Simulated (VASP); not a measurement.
Mg, 2 atoms in the cell. Symmetry: P6_3/mmc, No. 194, hexagonal system. The conventional cell has a = 2.882 Å, b = 2.882 Å, c = 4.698 Å, α = 90.00°, β = 90.00°, γ = 120.00°. Within 3.8 Å of Mg (site symmetry -6m2) lie 12 Mg at 2.88 Å. 

| Property | Result |
| --- | --- |
| Program | VASP 6.6.1 |
| Task | single point |
| Functional | r2SCAN |
| Potentials or basis | VASP PAW PBE potentials, release 64 (Mg) |
| Cutoff | 520 eV |
| k mesh | 10 × 10 × 5 |
| Occupations | fermi-dirac, width 0.05 eV |
| Spin | no spin polarisation |
| Dipole correction | no |
| Further INCAR settings | ALGO = Normal; EDIFF = 1e-06; NBANDS = 9 |

Potentials or basis: VASP PAW PBE potentials, release 64 (Mg).

Run with:

```console
$ cat potpaw_PBE.64/Mg/POTCAR > POTCAR
$ cp INCAR.step1 INCAR
$ mpirun -np 1 vasp_std > vasp.out
$ cp INCAR.step2 INCAR
$ mpirun -np 1 vasp_std > vasp.out
```

Hardware: 1 thread of Intel(R) Xeon(R) Platinum 8559C (Emerald Rapids), on a shared host.

**Question.** Estimate the wall time of this run.

**Answer.** It took 26 s on 1 thread of Intel(R) Xeon(R) Platinum 8559C (Emerald Rapids), with other jobs on the host, peak memory 0.16 GiB. Counts: k points 42.
